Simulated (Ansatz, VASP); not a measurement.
# One calculation of MgI2, two programs

```
CELL_PARAMETERS angstrom
8.43880 0.00000 0.00000
0.00000 8.43880 0.00000
0.00000 0.00000 5.40851
ATOMIC_POSITIONS crystal
Mg 0.50000 0.50000 0.50000
Mg 0.00000 0.50000 0.00000
Mg 0.50000 0.00000 0.00000
I 0.27974 0.27974 0.00000
I 0.27974 0.72026 0.00000
I 0.00000 0.50000 0.50000
I 0.72026 0.72026 0.00000
I 0.72026 0.27974 0.00000
I 0.50000 0.00000 0.50000
```

Alike in both runs: functional PBE; k mesh 4 × 4 × 8; occupations gaussian, width 0.01 eV; no spin polarisation.

Ansatz relaxed the structure, and its values are those at the end. VASP's run is a single point on that final structure, the one shown.

|  | VASP | Ansatz |
| --- | --- | --- |
| version | VASP 6.6.1 | Ansatz 0.2.0 |
| potentials or method | VASP PAW PBE potentials, release 64 (Mg, I), cutoff 520 eV | scalar-relativistic, plane waves, PAW |
| valence electrons in the cell | 48 | 132 |

```tsv
	VASP	Ansatz	Ansatz less VASP
gap on the k mesh at the Fermi level (eV)	0.27	0.29	+0.017
least direct gap on the mesh (eV)	0.31	0.33	+0.017
pressure (GPa)	0.0	0.0	+0.03
```

With one functional, cell and mesh, what is left measures potentials, basis and numerics. VASP's potentials hold 48 valence electrons a cell and Ansatz's 132, so a difference there can come from the potentials and not from the codes. Ansatz's warnings: xc potential rough in thin density.

Spin-orbit coupling is off throughout.
